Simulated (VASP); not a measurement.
# Ga (Cmce) in VASP: settings compared

Aim: see how the results for Ga move with the level of theory and the settings. Levels: PBEsol, r2SCAN. Tasks: single point.

All numbers are computed with VASP 6.6.1; they aren't measurements. Logs are shortened: lines on timing, memory, paths and dates and some standing lists are left out, and cuts for length are marked.

## 1. The cell of the first run

The structure is orthorhombic, space group Cmce (No. 64). The conventional cell has a = 4.567 Å, b = 7.725 Å, c = 4.636 Å, α = 90.00°, β = 90.00°, γ = 90.00°. Ga (site symmetry m) has 1 Ga at 1.96 Å within 2.6 Å.

## 2. Single point, PBEsol (strained)

The input, INCAR:

```
SYSTEM = Ga
  PREC = Accurate
  ENCUT = 520
  EDIFF = 1E-6
  ISMEAR = 0
  SIGMA = 0.1
  LREAL = .FALSE.
  LASPH = .TRUE.
  NELM = 100
  ALGO = Normal
  ISIF = 2
  LWAVE = .FALSE.
  LCHARG = .TRUE.
  GGA = PS
  LELF = .TRUE.
  LVHAR = .TRUE.
  NBANDS = 34
```

The input, KPOINTS:

```
Automatic mesh
0
G
  12 12 10
  0 0 0
```

The input, POSCAR:

```
Ga
1.0
    2.2835193215     -3.8625352000      0.0000000000
    2.2835193215      3.8625352000      0.0000000000
    0.0000000000      0.0000000000      4.6363925500
Ga
4
Direct
    0.1213359868      0.8786640132      0.0617254313
    0.6213359868      0.3786640132      0.4382745687
    0.8786640132      0.1213359868      0.9382745687
    0.3786640132      0.6213359868      0.5617254313
```

Potentials or basis: VASP PAW PBE potentials, release 64 (Ga_d).

Command:

```console
$ cat potpaw_PBE.64/Ga_d/POTCAR > POTCAR
$ mpirun -np 1 vasp_std > vasp.out
```

OUTCAR:

```text
SYSTEM = Ga
   PREC = Accurate
   ENCUT = 520
   EDIFF = 1E-6
   ISMEAR = 0
   LREAL = .FALSE.
   LASPH = .TRUE.
   NELM = 100
   ISIF = 2
   GGA = PS

 ion  position               nearest neighbor table
   1  0.121  0.879  0.062-   3 1.96   2 2.87   2 2.87
   2  0.621  0.379  0.438-   4 1.96   1 2.87   1 2.87
   3  0.879  0.121  0.938-   1 1.96   4 2.87   4 2.87
   4  0.379  0.621  0.562-   2 1.96   3 2.87   3 2.87

  LATTYP: Found a base centered orthorhombic cell.
 ALAT       =     4.5670386430
 B/A-ratio  =     1.6914834762
 C/A-ratio  =     1.0151857500

  Lattice vectors:

 A1 = (   2.2835193215,  -3.8625352000,   0.0000000000)
 A2 = (   2.2835193215,   3.8625352000,   0.0000000000)
 A3 = (   0.0000000000,   0.0000000000,   4.6363925500)

Analysis of symmetry for initial positions (statically):
=====================================================================
 Subroutine PRICEL returns:
 Original cell was already a primitive cell.

 Routine SETGRP: Setting up the symmetry group for a
 base centered orthorhombic supercell.

 Subroutine GETGRP returns: Found  8 space group operations
 (whereof  4 operations were pure point group operations)
 out of a pool of  8 trial point group operations.

The static configuration has the point symmetry C_2h.
 The point group associated with its full space group is D_2h.

Analysis of symmetry for dynamics (positions and initial velocities):
=====================================================================
 Subroutine PRICEL returns:
 Original cell was already a primitive cell.

 Routine SETGRP: Setting up the symmetry group for a
 base centered orthorhombic supercell.

 Subroutine GETGRP returns: Found  8 space group operations
 (whereof  4 operations were pure point group operations)
 out of a pool of  8 trial point group operations.

The dynamic configuration has the point symmetry C_2h.
 The point group associated with its full space group is D_2h.

 Subroutine INISYM returns: Found  8 space group operations
 (whereof  4 operations are pure point group operations),
 and found     1 'primitive' translations

----------------------------------------------------------------------------------------

                                     Primitive cell

  volume of cell :      81.7876

  direct lattice vectors                    reciprocal lattice vectors
     2.283519322 -3.862535200  0.000000000     0.218960267 -0.129448658  0.000000000
[... 84 lines left out ...]
   ISPIN  =      1    spin polarized calculation?
   LNONCOLLINEAR =      F non collinear calculations
   LSORBIT =      F    spin-orbit coupling
   LASPH  =      T    aspherical Exc in radial PAW
   ENCUT  =  520.0 eV  38.22 Ry    6.18 a.u.   8.34  8.34  8.62*2*pi/ulx,y,z
   NELM   =    100;   NELMIN=  2; NELMDL= -5     # of ELM steps
   EDIFF  = 0.1E-05   stopping-criterion for ELM
   LREAL  =      F    real-space projection
   EDIFFG = 0.1E-04   stopping-criterion for IOM
   NSW    =      0    number of steps for IOM
   IBRION =     -1    ionic relax: 0-MD 1-quasi-New 2-CG
   NFREE  =      0    steps in history (QN), initial steepest desc. (CG)
   ISIF   =      2    stress and relaxation
   ISYM   =      2    0-nonsym 1-usesym 2-fastsym
   POTIM  = 0.5000    time-step for ionic-motion
   TEBEG  =    0.0;   TEEND  =   0.0 temperature during run
   PSTRESS=    0.0 pullay stress
   NELECT =      52.0000    total number of electrons
   NUPDOWN=      -1.0000    fix difference up-down
   EMIN   =  10.00;   EMAX   =-10.00  energy-range for DOS
   EFERMI =   0.00;   METHOD = LEGACY
   ISMEAR =     0;   SIGMA  =   0.10  broadening in eV -4-tet -1-fermi 0-gaus
   EFERMI_NEDOS =   21; number of points for ismear=-14 and -15
   IALGO  =     38    algorithm
   IMIX   =      4    mixing-type and parameters
     AMIX     =   0.40;   BMIX     =  1.00
     AMIX_MAG =   1.60;   BMIX_MAG =  1.00
  volume/ion in A,a.u.               =      20.45       137.98
  Fermi-wavevector in a.u.,A,eV,Ry     =   1.407711  2.660188 26.961988  1.981650
  Thomas-Fermi vector in A             =   2.529942
   LORBIT       =      0    0 simple, 1 ext, 2 COOP (PROOUT), +10 PAW based schemes
   GGA     = PS    functional components
   LHFCALC =     F    Hartree Fock is set to
   AEXX    =    0.0000 exact exchange contribution
   IVDW    =     0    specifies the selected vdW correction
   LEPSILON=     F    determine dielectric tensor
   LRPA    =     F    only Hartree local field effects (RPA)
 non-spin polarized calculation
 Gauss-broadening in eV      SIGMA  =   0.10
  energy-cutoff  :      520.00
  volume of cell :       81.79
 maximum number of plane-waves:      2240
 NGX is ok and might be reduce to    36
   NGX = 17   NGY = 17   NGZ = 17

 number of electron      51.9999991 magnetization

 Free energy of the ion-electron system (eV)
  ---------------------------------------------------
  ext. energy  EPLUGINS =         0.00000000
  ---------------------------------------------------
  free energy    TOTEN  =        -9.60919237 eV

  energy without entropy =       -9.60032607  energy(sigma->0) =       -9.60475922

 E-fermi :   4.5393     XC(G=0): -10.5887

 val. band max:        4.5331365656   @ k =  -0.4167   0.3333   0.4000
 cond. band min:       4.5421296243   @ k =   0.4167   0.0833   0.4000
 fundamental gap:      0.0089930587
 Fermi energy:         4.5392787757

 k-point     1 :       0.0000    0.0000    0.0000
  band No.  band energies     occupation
      1     -11.7045      2.00000
      2     -11.7020      2.00000
      3     -11.2177      2.00000
      4     -11.1504      2.00000
      5     -11.0645      2.00000
      6     -11.0632      2.00000
[... 877 lines left out ...]
     33      11.4628      0.00000
     34      12.5696      0.00000

 [... further k-points ...]
[... 5 lines left out ...]
  --------------------------------------------------------------------------------------
  -------------------------------------------------------------------------------------
  Total       -4.1050380     24.4835680     -1.3159786      0.0000000     -0.0000000      0.0000000
  in kB      -80.4156230    479.6207394    -25.7793569      0.0000000     -0.0000000      0.0000000
  external PRESSURE =     124.4752532 kB  Pullay stress =       0.0000000 kB

 VOLUME and BASIS-vectors are now :
 -----------------------------------------------------------------------------
  energy-cutoff  :      520.00
  volume of cell :       81.79
      direct lattice vectors                 reciprocal lattice vectors
     2.283519322 -3.862535200  0.000000000     0.218960267 -0.129448658  0.000000000
     2.283519322  3.862535200  0.000000000     0.218960267  0.129448658  0.000000000
     0.000000000  0.000000000  4.636392550     0.000000000  0.000000000  0.215684929

 POSITION                                       TOTAL-FORCE (eV/Angst)
 -----------------------------------------------------------------------------------
      2.28352      2.92521      0.28618         0.000000     -8.683301      2.633565
      2.28352     -0.93733      2.03201         0.000000     -8.683301     -2.633565
      2.28352     -2.92521      4.35021         0.000000      8.683301     -2.633565
      2.28352      0.93733      2.60438         0.000000      8.683301      2.633565
 -----------------------------------------------------------------------------------
    total drift:                                0.000000      0.000000      0.000000

  FREE ENERGIE OF THE ION-ELECTRON SYSTEM (eV)
  ---------------------------------------------------
  free  energy   TOTEN  =        -9.6091923667 eV

  energy  without entropy=       -9.6003260730  energy(sigma->0) =       -9.60475922
```

OSZICAR:

```text
N       E                     dE             d eps       ncg     rms          rms(c)
DAV:   1     0.362819327525E+03    0.36282E+03   -0.25582E+04 17960   0.285E+03
DAV:   2     0.352562790698E+02   -0.32756E+03   -0.31961E+03 18008   0.536E+02
DAV:   3    -0.846085026245E+01   -0.43717E+02   -0.43203E+02 20138   0.155E+02
DAV:   4    -0.989935907458E+01   -0.14385E+01   -0.14307E+01 20566   0.308E+01
DAV:   5    -0.993014074940E+01   -0.30782E-01   -0.30765E-01 22256   0.468E+00    0.338E+00
DAV:   6    -0.967854343977E+01    0.25160E+00   -0.34969E-01 25646   0.752E+00    0.171E+00
DAV:   7    -0.961114602014E+01    0.67397E-01   -0.16480E-01 22146   0.338E+00    0.345E-01
DAV:   8    -0.960956874746E+01    0.15773E-02   -0.46389E-02 18834   0.180E+00    0.113E-01
DAV:   9    -0.960926607777E+01    0.30267E-03   -0.38467E-03 21644   0.572E-01    0.463E-02
DAV:  10    -0.960920286709E+01    0.63211E-04   -0.10218E-03 21278   0.367E-01    0.160E-02
DAV:  11    -0.960919251570E+01    0.10351E-04   -0.93869E-05 19914   0.939E-02    0.643E-03
DAV:  12    -0.960919236673E+01    0.14897E-06   -0.84359E-06 19436   0.216E-02
   1 F= -.96091924E+01 E0= -.96047592E+01  d E =-.886629E-02
```

stdout:

```text
POSCAR found type information on POSCAR Ga
 POSCAR found :  1 types and       4 ions
 scaLAPACK will be used
 -----------------------------------------------------------------------------
|                                                                             |
|                                                                             |
|     You enforced a specific xc type in the INCAR file but a different       |
|     I HOPE YOU KNOW WHAT YOU ARE DOING!                                     |
|                                                                             |
 -----------------------------------------------------------------------------

 LDA part: xc-table for (Slater+PW92), standard interpolation
 POSCAR, INCAR and KPOINTS ok, starting setup
 FFT: planning ... GRIDC
 FFT: planning ... GRID_SOFT
 FFT: planning ... GRID
 WAVECAR not read
 entering main loop
```

It took 4.7 min on 1 thread of Intel Xeon 6975P-C (Granite Rapids), shared host; peak memory 0.58 GiB.

What came out:

```yaml
Free_energy: -9.6092 eV
Pressure: 12.4 GPa
Largest_force: 9.074 eV/Å
Band_gap_on_the_k_mesh: zero (band 26 reaches 5.24 eV, above the bottom of band 27 at 3.97 eV)
```

Forces in eV/Å, atoms in the order of the input:
```
Ga   0.000 -8.683  2.634
Ga   0.000 -8.683 -2.634
Ga   0.000  8.683 -2.634
Ga   0.000  8.683  2.634
```

Caveat: the cell differs from its parent crystal (strained); the PAW data sets were made with another functional, which shifts forces and pressure a little.

[end of part 1 of 2]
